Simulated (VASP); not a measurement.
CdS:

```
Cd S
1.0
    -4.04237    4.04237    4.04237
     4.04237   -4.04237    4.04237
     4.04237    4.04237   -4.04237
Cd S
4 4
Direct
  0.32147 0.32147 0.32147
  0.00000 0.00000 0.67853
  0.00000 0.67853 0.00000
  0.67853 0.00000 0.00000
  0.67383 0.67383 0.67383
  0.00000 0.00000 0.32617
  0.00000 0.32617 0.00000
  0.32617 0.00000 0.00000
```

Base run:

* Program: VASP 6.6.1
* Functional: PBE
* Potentials or basis: VASP PAW PBE potentials, release 64 (Cd, S)
* Cutoff: 520 eV
* k mesh: 6 × 6 × 6, shifted
* Occupations: gaussian, width 0.02 eV
* Spin: no spin polarisation

Its results: band gap on the k mesh 1.81 eV (least direct gap 1.85 eV); pressure 0.2 GPa; largest force 0.010 eV/Å.

Q: The run is repeated on the same cell with these changes: k mesh from 6 × 6 × 6, shifted to 6 × 6 × 6, through Γ. What comes out?

A: Band gap on the k mesh 1.50 eV (least direct gap 1.51 eV); pressure 0.2 GPa; largest force 0.010 eV/Å.

Caveats: a shifted mesh leaves out Γ, where band edges can lie (at least some runs).

A k mesh can miss the band edges.
